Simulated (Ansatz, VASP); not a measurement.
## Two plane-wave programs on WS2

```
CELL_PARAMETERS angstrom
3.14578 0.00000 0.00000
-1.57289 2.72432 0.00000
0.00000 0.00000 16.95342
ATOMIC_POSITIONS crystal
W 0.35169 0.70337 0.00000
S 0.66667 0.33333 0.90758
S 0.66667 0.33333 0.09242
```

Alike in both runs: task single point; functional PBEsol; k mesh 12 × 12 × 2; occupations gaussian, width 0.05 eV; no spin polarisation.

```csv
,VASP,Ansatz
version,VASP 6.6.1,Ansatz 0.2.0
potentials or method,"VASP PAW PBE potentials, release 64 (W_sv, S), cutoff 520 eV","scalar-relativistic, plane waves, PAW"
valence electrons in the cell,26,26
```

|  | VASP | Ansatz | Ansatz less VASP |
| --- | --- | --- | --- |
| gap on the k mesh at the Fermi level (eV) | 1.87 | 1.87 | 0.000 |
| least direct gap on the mesh (eV) | 1.93 | 1.92 | -0.005 |
| rms of the force components (eV/Å) | 0.921 | 0.920 | -0.0015 |

VASP's potentials were made for PBE, not for PBEsol. Atom by atom the forces differ by 0.011 eV/Å (rms over components).

Neither program's run includes spin-orbit coupling.
